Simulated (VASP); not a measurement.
A run of VASP 6.6.1:

INCAR

```
SYSTEM = PW
PREC = Accurate
ENCUT = 520
EDIFF = 1E-7
ISMEAR = 0
SIGMA = 0.1
LREAL = .False.
LASPH = .True.
NELM = 60
ALGO = Normal
ISIF = 2
LWAVE = .False.
LCHARG = .False.
GGA = PS
NBANDS = 48
```

The input KPOINTS:

```
Automatic mesh
0
Gamma
  6 12 6
  0 0 0
```

POSCAR

```
PW
1.0
    5.5683859136      0.0000000000      0.0000000000
    0.0000000000      3.1272814248      0.0000000000
    0.0000000000      0.0000000000      6.1658649826
P W
4 4
Direct
    0.8229237017      0.7500000000      0.5615891889
    0.1770762983      0.2500000000      0.4384108111
    0.6770762983      0.2500000000      0.0615891889
    0.3229237017      0.7500000000      0.9384108111
   -0.0128077436      0.7500000000      0.1883767412
    0.0128077436      0.2500000000      0.8116232588
    0.5128077436      0.2500000000      0.6883767412
    0.4871922564      0.7500000000      0.3116232588
```

Potentials or basis: VASP PAW PBE potentials, release 64 (P, W_sv).

Command:

```console
$ cat potpaw_PBE.64/P/POTCAR potpaw_PBE.64/W_sv/POTCAR > POTCAR
$ mpirun -np 1 vasp_std > vasp.out
```

Hardware: 1 thread of AMD EPYC 9R45 96-Core Processor (Zen 5), on a shared host.

Estimate the wall time of this run.

Wall time 5.3 min on 1 thread of AMD EPYC 9R45 96-Core Processor (Zen 5), with other jobs on the host, peak memory 0.48 GiB. Counts: scf iterations 14, k points 112.
